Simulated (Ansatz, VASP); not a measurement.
CdTe: VASP beside Ansatz

File POSCAR:

```
CdTe
1.0
    0.0000000000      3.2799012452      3.2985966823
    3.2799012452      0.0000000000      3.2985966823
    3.2799012452      3.2799012452      0.0000000000
Cd Te
1 1
Direct
    0.0000000000      0.0000000000      0.0000000000
    0.2500000000      0.2500000000      0.2500000000
```

Contents of INCAR.step1:

```
SYSTEM = CdTe
PREC = Accurate
ENCUT = 520
ISMEAR = 0
SIGMA = 0.01
LREAL = .False.
LASPH = .True.
NELM = 100
NBANDS = 16
GGA = PE
ALGO = Normal
EDIFF = 1E-4
LWAVE = .True.
LCHARG = .False.
```

INCAR.step2

```
SYSTEM = CdTe
PREC = Accurate
ENCUT = 520
EDIFF = 1E-6
ISMEAR = 0
SIGMA = 0.01
LREAL = .False.
LASPH = .True.
NELM = 100
ALGO = Normal
ISIF = 2
LWAVE = .False.
LCHARG = .False.
METAGGA = R2SCAN
LMIXTAU = .True.
NBANDS = 16
ISTART = 1
```

The input KPOINTS:

```
regular mesh
0
Gamma
  6 6 6
  0 0 0
```

Input for Ansatz:

```yaml
crystal:
  lattice:
    - [0.0, 3.2799012452, 3.2985966823]
    - [3.2799012452, 0.0, 3.2985966823]
    - [3.2799012452, 3.2799012452, 0.0]
  atoms:
    - { symbol: Cd, position: [0.0, 0.0, 0.0] }
    - { symbol: Te, position: [0.25, 0.25, 0.25] }
kpoints:
  mp_grid: { grid: [6, 6, 6] }
  band_path:
    path:
      - [0.0, 0.0, 0.0]
      - [-0.5, -0.5, 0.0]
      - [-0.375, -0.375, 0.25]
      - [-0.375, 0.0, 0.375]
      - [0.0, 0.0, 0.5]
      - [-0.5, -0.25, 0.25]
    npoints: 1
hamiltonian:
  xc: r2scan
scf:
  occupations: { method: fixed }
  n_extra_bands: 4
output:
  forces: true
  stress: true
  eigenvalues: true
```

Change from the starting cell: uniaxial_z strain +0.6%.

Alike in both runs: task single point; functional r2SCAN; k mesh 6 × 6 × 6; no spin polarisation.

|  | VASP | Ansatz |
| --- | --- | --- |
| version | VASP 6.6.1 | Ansatz 0.2.0 |
| potentials or method | VASP PAW PBE potentials, release 64 (Cd, Te) | plane waves, PAW |
| plane-wave cutoff (eV) | 520 | 500 |
| occupations | gaussian, width 0.01 eV | fixed |
| valence electrons in the cell | 18 | 36 |

```tsv
	VASP	Ansatz	Ansatz less VASP
gap on the k mesh at the Fermi level (eV)	1.13	1.14	+0.007
pressure (GPa)	-0.1	-0.3	-0.11
traceless stress, the component that is largest in VASP (GPa)	-0.07	-0.07	0.000
```

VASP's potentials were made for PBE, not for r2SCAN. VASP's potentials hold 18 valence electrons a cell and Ansatz's 36, so a difference there can come from the potentials and not from the codes.

Neither program's run includes spin-orbit coupling.
